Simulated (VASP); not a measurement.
The system is Hf.

```
Hf
1.0
     3.13540    0.00000    0.00000
    -1.56770    2.71534    0.00000
     0.00000    0.00000    5.07935
Hf
2
Direct
  0.33333 0.66667 0.25000
  0.66667 0.33333 0.75000
```

* Program: VASP 6.6.1
* Task: relaxation of cell and atoms
* Functional: PBEsol
* Potentials or basis: VASP PAW PBE potentials, release 64 (Hf_pv)
* Cutoff: 600 eV
* k mesh: 15 × 15 × 9
* Occupations: fermi-dirac, width 0.08 eV
* Spin: no spin polarisation

At the start: pressure -0.5 GPa; volume 21.62 Å³/atom.

Q: Where does the relaxation end?

A: Over 5 steps the energy falls by 3.2 meV/atom and the volume is 21.54 Å³/atom (-0.4 %); space group P6_3/mmc (No. 194, to 0.05 Å).

The path:
```tsv
step	energy change (eV)	largest force (eV/Å)	pressure (GPa)	volume (Å³)
1	0.0000	0.0000	-0.51	43.24
2	-0.0057	0.0000	0.69	42.81
3	-0.0057	0.0000	0.68	42.81
4	-0.0059	0.0000	-0.52	43.27
5	-0.0064	0.0000	0.00	43.07
```

Final structure:
```xyz
2
Lattice="3.1556 0.0000 0.0000 -1.5778 2.7329 0.0000 0.0000 0.0000 4.9944" Properties=species:S:1:pos:R:3 pbc="T T T"
Hf    0.0000    1.8219    1.2486
Hf    1.5778    0.9110    3.7458
```

Caveat: the PAW data sets were made with another functional, which shifts forces and pressure a little.
